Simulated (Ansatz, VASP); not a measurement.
## Two plane-wave programs on Ta3N5

POSCAR

```
Ta3N5
1.0
    1.9431000000     -5.1059000000      0.0000000000
    1.9431000000      5.1059000000      0.0000000000
    0.0000000000      0.0000000000     10.2624000000
Ta N
6 10
Direct
    0.8029000000      0.1971000000      0.2500000000
    0.1971000000      0.8029000000      0.7500000000
    0.8654500000      0.1345500000      0.5590600000
    0.1345500000      0.8654500000      0.0590600000
    0.1345500000      0.8654500000      0.4409400000
    0.8654500000      0.1345500000      0.9409400000
    0.2367800000      0.7632200000      0.2500000000
    0.7632200000      0.2367800000      0.7500000000
    0.9529900000      0.0470100000      0.1194900000
    0.0470100000      0.9529900000      0.6194900000
    0.0470100000      0.9529900000      0.8805100000
    0.9529900000      0.0470100000      0.3805100000
    0.6913800000      0.3086200000      0.0737800000
    0.3086200000      0.6913800000      0.5737800000
    0.3086200000      0.6913800000      0.9262200000
    0.6913800000      0.3086200000      0.4262200000
```

INCAR.step1

```
SYSTEM = Ta3N5
PREC = Accurate
ENCUT = 520
ISMEAR = 0
SIGMA = 0.1
LREAL = Auto
LASPH = .TRUE.
NELM = 60
NBANDS = 72
GGA = PE
ALGO = Normal
EDIFF = 1E-4
LWAVE = .TRUE.
LCHARG = .FALSE.
```

The input INCAR.step2:

```
SYSTEM = Ta3N5
PREC = Accurate
ENCUT = 520
EDIFF = 1E-6
ISMEAR = 0
SIGMA = 0.1
LREAL = Auto
LASPH = .TRUE.
NELM = 60
ALGO = Normal
ISIF = 2
LWAVE = .FALSE.
LCHARG = .FALSE.
METAGGA = R2SCAN
LMIXTAU = .TRUE.
NBANDS = 72
ISTART = 1
```

File KPOINTS:

```
regular mesh
0
G
  6 6 2
  0 0 0
```

Input for Ansatz:

```yaml
crystal:
  lattice:
    - [1.9431, -5.1059, 0.0]
    - [1.9431, 5.1059, 0.0]
    - [0.0, 0.0, 10.2624]
  atoms:
    - { symbol: Ta, position: [0.8029, 0.1971, 0.25] }
    - { symbol: Ta, position: [0.1971, 0.8029, 0.75] }
    - { symbol: Ta, position: [0.86545, 0.13455, 0.55906] }
    - { symbol: Ta, position: [0.13455, 0.86545, 0.05906] }
    - { symbol: Ta, position: [0.13455, 0.86545, 0.44094] }
    - { symbol: Ta, position: [0.86545, 0.13455, 0.94094] }
    - { symbol: "N", position: [0.23678, 0.76322, 0.25] }
    - { symbol: "N", position: [0.76322, 0.23678, 0.75] }
    - { symbol: "N", position: [0.95299, 0.04701, 0.11949] }
    - { symbol: "N", position: [0.04701, 0.95299, 0.61949] }
    - { symbol: "N", position: [0.04701, 0.95299, 0.88051] }
    - { symbol: "N", position: [0.95299, 0.04701, 0.38051] }
    - { symbol: "N", position: [0.69138, 0.30862, 0.07378] }
    - { symbol: "N", position: [0.30862, 0.69138, 0.57378] }
    - { symbol: "N", position: [0.30862, 0.69138, 0.92622] }
    - { symbol: "N", position: [0.69138, 0.30862, 0.42622] }
basis:
  ecutwfc: 500
kpoints:
  mp_grid: { grid: [6, 6, 2] }
hamiltonian:
  xc: r2scan
scf:
  occupations: { method: gaussian, width: 0.1 }
output:
  forces: true
  stress: true
  eigenvalues: true
```

Alike in both runs: task single point; functional r2SCAN; k mesh 6 × 6 × 2; occupations gaussian, width 0.1 eV; no spin polarisation.

|  | VASP | Ansatz |
| --- | --- | --- |
| version | VASP 6.6.1 | Ansatz 0.2.0 |
| potentials or method | VASP PAW PBE potentials, release 64 (Ta_pv, N), cutoff 520 eV | scalar-relativistic, plane waves, PAW |
| valence electrons in the cell | 116 | 128 |

|  | VASP | Ansatz | Ansatz less VASP |
| --- | --- | --- | --- |
| gap on the k mesh at the Fermi level (eV) | 1.58 | 1.59 | +0.008 |
| least direct gap on the mesh (eV) | 1.80 | 1.81 | +0.012 |
| pressure (GPa) | 2.4 | 1.0 | -1.39 |
| traceless stress, the component that is largest in VASP (GPa) | -0.73 | -0.71 | +0.021 |
| rms of the force components (eV/Å) | 0.093 | 0.104 | +0.0108 |

VASP's potentials were made for PBE, not for r2SCAN. Atom by atom the forces differ by 0.021 eV/Å (rms over components). VASP's potentials hold 116 valence electrons a cell and Ansatz's 128, so a difference there can come from the potentials and not from the codes.

Neither program's run includes spin-orbit coupling.
